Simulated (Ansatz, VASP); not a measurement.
## Cu: VASP beside Ansatz

```xyz
4
Lattice="2.5985 0.0000 0.0000 -1.2993 2.2504 0.0000 0.0000 0.0000 8.4841" Properties=species:S:1:pos:R:3 pbc="T T T"
Cu    1.2993    2.2504    0.0000
Cu    2.5985    0.0000    4.2420
Cu    0.0000    1.5003    2.1210
Cu    1.2993    0.7501    6.3631
```

Alike in both runs: task single point; functional RPBE; k mesh 16 × 16 × 5; occupations fermi-dirac, width 0.1 eV; no spin polarisation.

```csv
,VASP,Ansatz
version,VASP 6.6.1,Ansatz 0.2.0
potentials or method,"VASP PAW PBE potentials, release 64 (Cu), cutoff 520 eV","plane waves (420 eV) with PAW, scalar-relativistic"
valence electrons in the cell,44,76
```

|  | VASP | Ansatz | Ansatz less VASP |
| --- | --- | --- | --- |
| pressure (GPa) | 0.7 | 0.0 | -0.65 |
| traceless stress, the component that is largest in VASP (GPa) | 0.04 | 0.06 | +0.022 |

VASP's potentials were made for PBE, not for RPBE. The functional is the same, so the differences come from potentials, cutoffs and numerics. VASP's potentials hold 44 valence electrons a cell and Ansatz's 76, so a difference there can come from the potentials and not from the codes.
